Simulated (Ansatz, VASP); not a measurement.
# Ca3Ti: VASP beside Ansatz

```xyz
8
Lattice="6.5072 0.0000 0.0000 0.0000 6.5072 0.0000 0.0000 0.0000 6.5072" Properties=species:S:1:pos:R:3 pbc="T T T"
Ca    0.0000    3.2536    1.6268
Ca    0.0000    3.2536    4.8804
Ca    1.6268    0.0000    3.2536
Ca    4.8804    0.0000    3.2536
Ca    3.2536    4.8804    0.0000
Ca    3.2536    1.6268    0.0000
Ti    0.0000    0.0000    0.0000
Ti    3.2536    3.2536    3.2536
```

Alike in both runs: functional r2SCAN; k mesh 6 × 6 × 6; occupations gaussian, width 0.1 eV; no spin polarisation.

Ansatz relaxed the structure, and its values are those at the end. VASP's run is a single point on that final structure, the one shown.

|  | VASP | Ansatz |
| --- | --- | --- |
| version | VASP 6.6.1 | Ansatz 0.2.0 |
| potentials or method | VASP PAW PBE potentials, release 64 (Ca_sv, Ti_sv), cutoff 550 eV | scalar-relativistic, plane waves, PAW |
| valence electrons in the cell | 84 | 84 |

|  | VASP | Ansatz | Ansatz less VASP |
| --- | --- | --- | --- |
| gap on the k mesh at the Fermi level (eV) | none | none | - |
| pressure (GPa) | 0.1 | 0.0 | -0.07 |

VASP's potentials were made for PBE, not for r2SCAN. A gap of «none» marks a metal or a gap that the smearing closes. The functional is the same, so the differences come from potentials, cutoffs and numerics.
